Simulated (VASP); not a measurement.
# Pt (Pm-3m) in VASP: notebook, part 2 of 2

VASP 6.6.1. The steps go on from the part before.

## (3) Relaxation of cell and atoms, PBE

This run uses another cell than the first one, of 16.58 Å³/atom, 0.919 times its volume.

The input, INCAR:

```
SYSTEM = Pt
PREC = Accurate
ENCUT = 600
EDIFF = 1E-6
ISMEAR = 1
SIGMA = 0.1
LREAL = .False.
LASPH = .True.
NELM = 100
ALGO = Normal
ISIF = 3
LWAVE = .False.
LCHARG = .False.
GGA = PE
IBRION = 2
NSW = 60
EDIFFG = -0.01
```

The input, KPOINTS:

```
Automatic mesh
0
Gamma
  10 10 10
  0 0 0
```

The input, POSCAR:

```
Pt
1.0
    2.5500000000      0.0000000000      0.0000000000
    0.0000000000      2.5500000000      0.0000000000
    0.0000000000      0.0000000000      2.5500000000
Pt
1
Direct
    0.0000000000      0.0000000000      0.0000000000
```

Potentials or basis: VASP PAW PBE potentials, release 64 (Pt).

Launch:

```
> cat potpaw_PBE.64/Pt/POTCAR > POTCAR
> mpirun -np 1 vasp_std > vasp.out
```

OUTCAR:

```text
SYSTEM = Pt
   PREC = Accurate
   ENCUT = 600
   EDIFF = 1E-6
   ISMEAR = 1
   LREAL = .False.
   LASPH = .True.
   NELM = 100
   ISIF = 3
   GGA = PE
   IBRION = 2
   NSW = 60
   EDIFFG = -0.01

 ion  position               nearest neighbor table
   1  0.000  0.000  0.000-

  LATTYP: Found a simple cubic cell.
 ALAT       =     2.5500000000

  Lattice vectors:

 A1 = (   2.5500000000,   0.0000000000,   0.0000000000)
 A2 = (   0.0000000000,   2.5500000000,   0.0000000000)
 A3 = (   0.0000000000,   0.0000000000,   2.5500000000)

Analysis of symmetry for initial positions (statically):
=====================================================================
 Subroutine PRICEL returns:
 Original cell was already a primitive cell.

 Routine SETGRP: Setting up the symmetry group for a
 simple cubic supercell.

 Subroutine GETGRP returns: Found 48 space group operations
 (whereof 48 operations were pure point group operations)
 out of a pool of 48 trial point group operations.

The static configuration has the point symmetry O_h .

Analysis of symmetry for dynamics (positions and initial velocities):
=====================================================================
 Subroutine PRICEL returns:
 Original cell was already a primitive cell.

 Routine SETGRP: Setting up the symmetry group for a
 simple cubic supercell.

 Subroutine GETGRP returns: Found 48 space group operations
 (whereof 48 operations were pure point group operations)
 out of a pool of 48 trial point group operations.

The dynamic configuration has the point symmetry O_h .

 Subroutine INISYM returns: Found 48 space group operations
 (whereof 48 operations are pure point group operations),
 and found     1 'primitive' translations

----------------------------------------------------------------------------------------

[... 142 lines left out ...]

------------------------ aborting loop because EDIFF is reached ----------------------------------------

  FORCE on cell =-STRESS in cart. coord.  units (eV):
  Direction    XX          YY          ZZ          XY          YZ          ZX
  --------------------------------------------------------------------------------------
  -------------------------------------------------------------------------------------
  Total        2.0215696      2.0215696      2.0215696      0.0000000      0.0000000      0.0000000
  in kB      195.3344056    195.3344056    195.3344056      0.0000000      0.0000000      0.0000000
  external PRESSURE =     195.3344056 kB  Pullay stress =       0.0000000 kB
[... 86 lines left out ...]
  FREE ENERGIE OF THE ION-ELECTRON SYSTEM (eV)
  ---------------------------------------------------
  free  energy   TOTEN  =        -5.6731811680 eV

  energy  without entropy=       -5.6725129242  energy(sigma->0) =       -5.67295842

[... ionic steps 4 to 14 ...]

--------------------------------------- Ionic step       15  -------------------------------------------

 number of electron      10.0000002 magnetization

------------------------ aborting loop because EDIFF is reached ----------------------------------------
[... 65 lines left out ...]
--------------------------------------- Ionic step       17  -------------------------------------------

 number of electron      10.0000002 magnetization

 Free energy of the ion-electron system (eV)
  ---------------------------------------------------
  ext. energy  EPLUGINS =         0.00000000
  ---------------------------------------------------
  free energy    TOTEN  =        -5.67363095 eV

  energy without entropy =       -5.67302444  energy(sigma->0) =       -5.67342878

 E-fermi :   8.2980     XC(G=0): -12.2948

 val. band max:        8.2955794850   @ k =   0.5000   0.1000   0.1000
 cond. band min:       8.3263770739   @ k =   0.4000   0.4000   0.0000
 fundamental gap:      0.0307975889
 Fermi energy:         8.2980188479

 k-point     1 :       0.0000    0.0000    0.0000
  band No.  band energies     occupation
      1      -0.1555      2.00000
      2       2.5910      2.00000
      3       2.5910      2.00000
      4       8.5398     -0.00331
      5       8.5398     -0.00331
      6       8.5398     -0.00331
      7      23.4527      0.00000
      8      23.4527      0.00000
      9      23.4527      0.00000
[... 265 lines left out ...]
 k-point    24 :       0.3000    0.1000    0.1000
  band No.  band energies     occupation
      1       2.1894      2.00000
      2       3.3603      2.00000
      3       4.9849      2.00000
      4       6.7562      2.00000
      5       7.1038      2.00000
      6       8.2089      2.01980
      7      16.7754      0.00000
      8      24.5592      0.00000
      9      25.1920      0.00000

 [... further k-points ...]

------------------------ aborting loop because EDIFF is reached ----------------------------------------

  FORCE on cell =-STRESS in cart. coord.  units (eV):
  Direction    XX          YY          ZZ          XY          YZ          ZX
  --------------------------------------------------------------------------------------
  -------------------------------------------------------------------------------------
  Total        0.0086158      0.0086158      0.0086158      0.0000000      0.0000000     -0.0000000
  in kB        0.7670671      0.7670671      0.7670671      0.0000000      0.0000000     -0.0000000
  external PRESSURE =       0.7670671 kB  Pullay stress =       0.0000000 kB
[... 16 lines left out ...]
  FREE ENERGIE OF THE ION-ELECTRON SYSTEM (eV)
  ---------------------------------------------------
  free  energy   TOTEN  =        -5.6736309464 eV

  energy  without entropy=       -5.6730244350  energy(sigma->0) =       -5.67342878

 reached required accuracy - stopping structural energy minimisation
```

CONTCAR:

```text
Pt
   1.00000000000000
     2.6205373109036079   -0.0000000000000000    0.0000000000000000
     0.0000000000000000    2.6205373109036079   -0.0000000000000000
     0.0000000000000000   -0.0000000000000000    2.6205373109036079
  Pt
     1
Direct
     0.0000000000000000    0.0000000000000000    0.0000000000000000

  0.00000000E+00  0.00000000E+00  0.00000000E+00
```

Wall time 34 s (1 thread of Intel Xeon 6975P-C, shared host); peak memory 0.14 GiB.

Results:

```yaml
Free_energy: -5.6736 eV
Relaxed_volume: 18.00 Å³/atom
Relaxed_cell: a = 2.621 Å, b = 2.621 Å, c = 2.621 Å, α = 90.00°, β = 90.00°, γ = 90.00°
Space_group_after_relaxing_to_0.05_Å: Pm-3m (No. 221)
Energy_gained_by_relaxing: 79.6 meV/atom
Ionic_steps: 17
Pressure_after_relaxing: 0.1 GPa
Band_gap_on_the_k_mesh: zero (band 5 reaches 10.29 eV, above the bottom of band 6 at 7.14 eV)
```

The path:
```tsv
step	energy change (eV)	largest force (eV/Å)	pressure (GPa)	volume (Å³)
1	0.0000	0.0000	19.53	16.58
2	0.2466	0.0000	-21.39	21.92
3	-0.0791	0.0000	-1.21	18.12
4	-0.0796	0.0000	-0.17	18.02
5	-0.0796	0.0000	0.14	17.99
6	-0.0796	0.0000	0.14	17.99
7	-0.0796	0.0000	0.14	17.99
8	-0.0796	0.0000	0.13	17.99
9	-0.0796	0.0000	0.13	17.99
10	-0.0796	0.0000	0.13	17.99
11	-0.0796	0.0000	0.13	17.99
12	-0.0796	0.0000	0.13	17.99
13	-0.0796	0.0000	0.13	17.99
14	-0.0796	0.0000	0.13	17.99
15	-0.0796	0.0000	0.13	17.99
16	-0.0796	0.0000	0.12	17.99
17	-0.0796	0.0000	0.08	18.00
```

Final structure:
```
Pt
1.0
     2.62054    0.00000    0.00000
     0.00000    2.62054    0.00000
     0.00000    0.00000    2.62054
Pt
1
Cartesian
  0.0000 0.0000 0.0000
```

Caveat: spin-orbit coupling is left out, which moves the levels of the heavy elements.
